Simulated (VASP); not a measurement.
Runs of VASP 6.6.1 on BaZrO3. The structure is that of space group Pm-3m (No. 221), or close to it. The cells are those of the table. 

```csv
level,spin,cell,k mesh,grid for exact exchange (PRECFOCK),screening parameter,gap on the mesh (eV),pressure (GPa)
r2SCAN,off,"a = 4.332 Å, 5 atoms",6 × 6 × 6,-,-,3.44,-11.3
HSE06,off,"a = 4.374 Å, 5 atoms",4 × 4 × 4,Fast,0.2079 1/Å,(a),(b)
r2SCAN,off,"a = 4.289 Å, 5 atoms",6 × 6 × 6,-,-,3.52,-7.8
r2SCAN,"non-collinear, zero start, SOC","a = 4.037 Å, 5 atoms",6 × 6 × 6,-,-,-,27.8
r2SCAN,off,"a = 4.247 Å, 5 atoms",6 × 6 × 6,-,-,3.60,-3.7
r2SCAN,off,"a = 4.374 Å, 5 atoms",6 × 6 × 6,-,-,3.36,(c)
```

Alike in all rows: task single point; potentials or basis VASP PAW PBE potentials, release 64 (Ba_sv, Zr_sv, O); cutoff (eV) 520; smearing gaussian 0.01 eV.

Fill in the values left out.

(a) 4.31; (b) -15.3; (c) -14.2.

Caveats: the PAW data sets were made with another functional, which shifts forces and pressure a little; spin-orbit coupling is left out, which moves the levels of the heavy elements (some runs).

A k mesh can miss the band edges, and rows without SOC leave out spin-orbit coupling on Ba, Zr.
